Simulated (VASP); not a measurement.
# BiTe (Fm-3m) in VASP: notebook

The runs below take BiTe through single point, with LDA, PBEsol.

Everything below comes from runs of VASP 6.6.1. Logs are shortened: lines on timing, memory, paths and dates and some standing lists are left out, and cuts for length are marked.

**1. The cell of the first run**

Symmetry: Fm-3m, No. 225, cubic system. Conventional cell: a = 6.383 Å, b = 6.383 Å, c = 6.383 Å, α = 90.00°, β = 90.00°, γ = 90.00°. Within 4.2 Å of Bi (site symmetry m-3m) lie 6 Te at 3.19 Å. Within 4.2 Å of Te (site symmetry m-3m) lie 6 Bi at 3.19 Å.

**2. Single point, LDA**

Input file INCAR:

```
PREC = Accurate ; ENCUT = 520
EDIFF = 1E-6 ; ISMEAR = -1
SIGMA = 0.05 ; LREAL = F
LASPH = T ; NELM = 60
ALGO = Normal ; ISIF = 2
LWAVE = F ; LCHARG = F
GGA = CA ; NBANDS = 18
```

Input file KPOINTS:

```
Automatic mesh
0
Gamma
  7 7 7
```

Input file POSCAR:

```
BiTe
1.0
    0.0000000000      3.1912784242      3.1912784242
    3.1912784242      0.0000000000      3.1912784242
    3.1912784242      3.1912784242      0.0000000000
Bi Te
1 1
Direct
    0.0000000000      0.0000000000      0.0000000000
    0.5000000000      0.5000000000      0.5000000000
```

Potentials or basis: VASP PAW LDA potentials, release 64 (Bi_d, Te).

Launch:

```
> cat potpaw_LDA.64/Bi_d/POTCAR potpaw_LDA.64/Te/POTCAR > POTCAR
> mpirun -np 1 vasp_std > vasp.out
```

OUTCAR:

```text
PREC = Accurate
   ENCUT = 520
   EDIFF = 1E-6
   ISMEAR = -1
   LREAL = F
   LASPH = T
   NELM = 60
   ISIF = 2
   GGA = CA

 ion  position               nearest neighbor table
   1  0.000  0.000  0.000-   2 3.19   2 3.19   2 3.19   2 3.19   2 3.19   2 3.19
   2  0.500  0.500  0.500-   1 3.19   1 3.19   1 3.19   1 3.19   1 3.19   1 3.19

  LATTYP: Found a face centered cubic cell.
 ALAT       =     6.3825568484

  Lattice vectors:

 A1 = (   0.0000000000,   3.1912784242,   3.1912784242)
 A2 = (   3.1912784242,   0.0000000000,   3.1912784242)
 A3 = (   3.1912784242,   3.1912784242,   0.0000000000)

Analysis of symmetry for initial positions (statically):
=====================================================================
 Subroutine PRICEL returns:
 Original cell was already a primitive cell.

 Routine SETGRP: Setting up the symmetry group for a
 face centered cubic supercell.

 Subroutine GETGRP returns: Found 48 space group operations
 (whereof 48 operations were pure point group operations)
 out of a pool of 48 trial point group operations.

The static configuration has the point symmetry O_h .

Analysis of symmetry for dynamics (positions and initial velocities):
=====================================================================
 Subroutine PRICEL returns:
 Original cell was already a primitive cell.

 Routine SETGRP: Setting up the symmetry group for a
 face centered cubic supercell.

 Subroutine GETGRP returns: Found 48 space group operations
 (whereof 48 operations were pure point group operations)
 out of a pool of 48 trial point group operations.

The dynamic configuration has the point symmetry O_h .

 Subroutine INISYM returns: Found 48 space group operations
 (whereof 48 operations are pure point group operations),
 and found     1 'primitive' translations

----------------------------------------------------------------------------------------

                                     Primitive cell

  volume of cell :      65.0016

  direct lattice vectors                    reciprocal lattice vectors
     0.000000000  3.191278424  3.191278424    -0.156677022  0.156677022  0.156677022
     3.191278424  0.000000000  3.191278424     0.156677022 -0.156677022  0.156677022
     3.191278424  3.191278424  0.000000000     0.156677022  0.156677022 -0.156677022

  length of vectors
     4.513149229  4.513149229  4.513149229     0.271372563  0.271372563  0.271372563

  position of ions in fractional coordinates (direct lattice)
     0.000000000  0.000000000  0.000000000
     0.500000000  0.500000000  0.500000000

  ion indices of the primitive-cell ions
   primitive index   ion index
                 1           1
                 2           2

----------------------------------------------------------------------------------------

 KPOINTS: Automatic mesh

Automatic generation of k-mesh.
 Grid dimensions read from file:
 generate k-points for:    7    7    7

 Generating k-lattice:

  Cartesian coordinates                     Fractional coordinates (reciprocal lattice)
    -0.022382432  0.022382432  0.022382432     0.142857143  0.000000000  0.000000000
     0.022382432 -0.022382432  0.022382432     0.000000000  0.142857143  0.000000000
     0.022382432  0.022382432 -0.022382432     0.000000000  0.000000000  0.142857143

  Length of vectors
     0.038767509  0.038767509  0.038767509

  Shift w.r.t. Gamma in fractional coordinates (k-lattice)
     0.000000000  0.000000000  0.000000000

 Subroutine IBZKPT returns following result:
 ===========================================

 Found     20 irreducible k-points:

 Following reciprocal coordinates:
            Coordinates               Weight
  0.000000  0.000000  0.000000      1.000000
  0.142857  0.000000  0.000000      8.000000
  0.285714  0.000000  0.000000      8.000000
  0.428571  0.000000  0.000000      8.000000
  0.142857  0.142857  0.000000      6.000000
  0.285714  0.142857  0.000000     24.000000
[... 12 lines left out ...]
 -0.428571  0.428571  0.142857     24.000000
 -0.285714  0.428571  0.142857     24.000000
   k-points           NKPTS =     20   k-points in BZ     NKDIM =     20   number of bands    NBANDS=     18
   number of dos      NEDOS =    301   number of ions     NIONS =      2
   total plane-waves  NPLWV =  46656
   dimension x,y,z NGX =    36 NGY =   36 NGZ =   36
   dimension x,y,z NGXF=    72 NGYF=   72 NGZF=   72
   ions per type =               1   1
   NGX,Y,Z   is equivalent  to a cutoff of  13.26, 13.26, 13.26 a.u.
   NGXF,Y,Z  is equivalent  to a cutoff of  26.52, 26.52, 26.52 a.u.
 SYSTEM =  unknown system
   PREC   = accura    normal or accurate (medium, high low for compatibility)
   ISTART =      0    job   : 0-new  1-cont  2-samecut
   ICHARG =      2    charge: 1-file 2-atom 10-const
   ISPIN  =      1    spin polarized calculation?
   LNONCOLLINEAR =      F non collinear calculations
   LSORBIT =      F    spin-orbit coupling
   LASPH  =      T    aspherical Exc in radial PAW
   ENCUT  =  520.0 eV  38.22 Ry    6.18 a.u.   8.39  8.39  8.39*2*pi/ulx,y,z
   NELM   =     60;   NELMIN=  2; NELMDL= -5     # of ELM steps
   EDIFF  = 0.1E-05   stopping-criterion for ELM
   LREAL  =      F    real-space projection
   EDIFFG = 0.1E-04   stopping-criterion for IOM
   NSW    =      0    number of steps for IOM
   IBRION =     -1    ionic relax: 0-MD 1-quasi-New 2-CG
   NFREE  =      0    steps in history (QN), initial steepest desc. (CG)
   ISIF   =      2    stress and relaxation
   ISYM   =      2    0-nonsym 1-usesym 2-fastsym
   POTIM  = 0.5000    time-step for ionic-motion
   TEBEG  =    0.0;   TEEND  =   0.0 temperature during run
   PSTRESS=    0.0 pullay stress
   NELECT =      21.0000    total number of electrons
   NUPDOWN=      -1.0000    fix difference up-down
   EMIN   =  10.00;   EMAX   =-10.00  energy-range for DOS
   EFERMI =   0.00;   METHOD = LEGACY
   ISMEAR =    -1;   SIGMA  =   0.05  broadening in eV -4-tet -1-fermi 0-gaus
   EFERMI_NEDOS =   21; number of points for ismear=-14 and -15
   IALGO  =     38    algorithm
   IMIX   =      4    mixing-type and parameters
     AMIX     =   0.40;   BMIX     =  1.00
     AMIX_MAG =   1.60;   BMIX_MAG =  1.00
  volume/ion in A,a.u.               =      32.50       219.33
  Fermi-wavevector in a.u.,A,eV,Ry     =   1.123328  2.122782 17.168725  1.261866
  Thomas-Fermi vector in A             =   2.259993
   LORBIT       =      0    0 simple, 1 ext, 2 COOP (PROOUT), +10 PAW based schemes
   GGA     = CA    functional components
   LHFCALC =     F    Hartree Fock is set to
   AEXX    =    0.0000 exact exchange contribution
   IVDW    =     0    specifies the selected vdW correction
   LEPSILON=     F    determine dielectric tensor
   LRPA    =     F    only Hartree local field effects (RPA)
 non-spin polarized calculation
  energy-cutoff  :      520.00
  volume of cell :       65.00
 maximum number of plane-waves:      1807
 NGX is ok and might be reduce to    36
   NGX = 17   NGY = 17   NGZ = 17

 number of electron      21.0000003 magnetization

 Free energy of the ion-electron system (eV)
  ---------------------------------------------------
  ext. energy  EPLUGINS =         0.00000000
  ---------------------------------------------------
  free energy    TOTEN  =        -8.49944555 eV

  energy without entropy =       -8.47758465  energy(sigma->0) =       -8.48851510

 E-fermi :   6.9751     XC(G=0):  -9.8531

 val. band max:        6.9720885684   @ k =   0.1429   0.1429   0.0000
 cond. band min:       6.9751346522   @ k =  -0.4286   0.1429   0.0000
 fundamental gap:      0.0030460838
 Fermi energy:         6.9750878915

 k-point     1 :       0.0000    0.0000    0.0000
  band No.  band energies     occupation
      1     -16.1482      2.00000
      2     -16.1482      2.00000
      3     -16.1388      2.00000
      4     -16.1388      2.00000
      5     -16.1388      2.00000
      6      -6.8730      2.00000
[... 10 lines left out ...]
     17      13.2077      0.00000
     18      13.3357      0.00000

 k-point     2 :       0.1429    0.0000    0.0000
  band No.  band energies     occupation
      1     -16.1490      2.00000
      2     -16.1490      2.00000
      3     -16.1384      2.00000
      4     -16.1375      2.00000
      5     -16.1375      2.00000
      6      -6.6813      2.00000
[... 10 lines left out ...]
     17      14.3673      0.00000
     18      14.6862      0.00000

 k-point     3 :       0.2857    0.0000    0.0000
  band No.  band energies     occupation
      1     -16.1513      2.00000
      2     -16.1513      2.00000
      3     -16.1375      2.00000
      4     -16.1341      2.00000
      5     -16.1341      2.00000
      6      -6.1167      2.00000
[... 10 lines left out ...]
     17      16.3760      0.00000
     18      16.8442      0.00000

 k-point     4 :       0.4286    0.0000    0.0000
  band No.  band energies     occupation
      1     -16.1534      2.00000
      2     -16.1534      2.00000
      3     -16.1368      2.00000
      4     -16.1311      2.00000
      5     -16.1311      2.00000
      6      -5.2235      2.00000
[... 10 lines left out ...]
     17      15.6684      0.00000
     18      16.9539      0.00000

 k-point     5 :       0.1429    0.1429    0.0000
  band No.  band energies     occupation
      1     -16.1513      2.00000
      2     -16.1472      2.00000
      3     -16.1396      2.00000
      4     -16.1365      2.00000
      5     -16.1365      2.00000
      6      -6.6202      2.00000
[... 10 lines left out ...]
     17      13.6019      0.00000
     18      13.8870      0.00000

 k-point     6 :       0.2857    0.1429    0.0000
  band No.  band energies     occupation
      1     -16.1542      2.00000
      2     -16.1477      2.00000
      3     -16.1393      2.00000
      4     -16.1341      2.00000
      5     -16.1333      2.00000
      6      -6.1900      2.00000
[... 10 lines left out ...]
     17      14.9014      0.00000
     18      15.1177      0.00000

 k-point     7 :       0.4286    0.1429    0.0000
  band No.  band energies     occupation
      1     -16.1558      2.00000
      2     -16.1502      2.00000
      3     -16.1373      2.00000
      4     -16.1322      2.00000
      5     -16.1304      2.00000
      6      -5.4273      2.00000
[... 10 lines left out ...]
     17      15.6315      0.00000
     18      16.6136      0.00000

 k-point     8 :      -0.4286    0.1429    0.0000
  band No.  band energies     occupation
      1     -16.1550      2.00000
      2     -16.1523      2.00000
      3     -16.1358      2.00000
      4     -16.1316      2.00000
      5     -16.1305      2.00000
      6      -4.7896      2.00000
[... 10 lines left out ...]
     17      16.3697      0.00000
     18      17.4713      0.00000
[... 145 lines left out ...]
     17      17.3201      0.00000
     18      17.3204      0.00000

 k-point    16 :      -0.4286    0.4286    0.0000
  band No.  band energies     occupation
      1     -16.1646      2.00000
      2     -16.1441      2.00000
      3     -16.1415      2.00000
      4     -16.1271      2.00000
      5     -16.1266      2.00000
      6      -4.8645      2.00000
[... 10 lines left out ...]
     17      16.6170      0.00000
     18      17.1604      0.00000

 k-point    17 :       0.4286    0.2857    0.1429
  band No.  band energies     occupation
      1     -16.1568      2.00000
      2     -16.1480      2.00000
      3     -16.1388      2.00000
      4     -16.1315      2.00000
      5     -16.1313      2.00000
      6      -5.6749      2.00000
[... 10 lines left out ...]
     17      15.5710      0.00000
     18      15.9451      0.00000

 k-point    18 :      -0.4286    0.2857    0.1429
  band No.  band energies     occupation
      1     -16.1577      2.00000
      2     -16.1497      2.00000
      3     -16.1361      2.00000
      4     -16.1324      2.00000
      5     -16.1289      2.00000
      6      -4.8984      2.00000
[... 10 lines left out ...]
     17      16.1456      0.00000
     18      17.5134      0.00000

 k-point    19 :      -0.4286    0.4286    0.1429
  band No.  band energies     occupation
      1     -16.1623      2.00000
      2     -16.1458      2.00000
      3     -16.1399      2.00000
      4     -16.1296      2.00000
      5     -16.1267      2.00000
      6      -4.8917      2.00000
[... 10 lines left out ...]
     17      16.9119      0.00000
     18      17.4278      0.00000

 k-point    20 :      -0.2857    0.4286    0.1429
  band No.  band energies     occupation
      1     -16.1601      2.00000
      2     -16.1481      2.00000
      3     -16.1362      2.00000
      4     -16.1328      2.00000
      5     -16.1267      2.00000
      6      -4.4653      2.00000
[... 10 lines left out ...]
     17      16.4935      0.00000
     18      17.3821      0.00000

------------------------ aborting loop because EDIFF is reached ----------------------------------------

  FORCE on cell =-STRESS in cart. coord.  units (eV):
  Direction    XX          YY          ZZ          XY          YZ          ZX
  --------------------------------------------------------------------------------------
  -------------------------------------------------------------------------------------
  Total       -0.2519281     -0.2519281     -0.2519281      0.0000000      0.0000000      0.0000000
  in kB       -6.2095921     -6.2095921     -6.2095921      0.0000000      0.0000000      0.0000000
  external PRESSURE =      -6.2095921 kB  Pullay stress =       0.0000000 kB

 VOLUME and BASIS-vectors are now :
 -----------------------------------------------------------------------------
  energy-cutoff  :      520.00
  volume of cell :       65.00
      direct lattice vectors                 reciprocal lattice vectors
     0.000000000  3.191278424  3.191278424    -0.156677022  0.156677022  0.156677022
     3.191278424  0.000000000  3.191278424     0.156677022 -0.156677022  0.156677022
     3.191278424  3.191278424  0.000000000     0.156677022  0.156677022 -0.156677022

 POSITION                                       TOTAL-FORCE (eV/Angst)
 -----------------------------------------------------------------------------------
      0.00000      0.00000      0.00000         0.000000      0.000000      0.000000
      3.19128      3.19128      3.19128        -0.000000     -0.000000     -0.000000
 -----------------------------------------------------------------------------------
    total drift:                               -0.000000      0.000000      0.000000

  FREE ENERGIE OF THE ION-ELECTRON SYSTEM (eV)
  ---------------------------------------------------
  free  energy   TOTEN  =        -8.4994455542 eV

  energy  without entropy=       -8.4775846543  energy(sigma->0) =       -8.48851510
```

Run time: 28 s. Hardware: 1 thread of Intel Xeon 8259CL, shared host; peak memory 0.18 GiB.

What came out:

| Property | Result |
| --- | --- |
| Free energy | -8.4994 eV |
| Pressure | -0.6 GPa |
| Band gap on the k mesh | zero (an odd number of electrons rules out a gap without spin polarisation) |

Levels at points of the mesh, in eV from the Fermi level:
| k point | band 7 | band 8 | band 9 | band 10 | band 11 | band 12 | band 13 | band 14 |
| --- | --- | --- | --- | --- | --- | --- | --- | --- |
| (0.00, 0.00, 0.00) | -8.04 | -2.66 | -2.66 | -2.66 | 2.18 | 2.18 | 2.18 | 4.59 |

Caveat: spin-orbit coupling is left out, which moves the levels of the heavy elements.

[end of part 1 of 2]
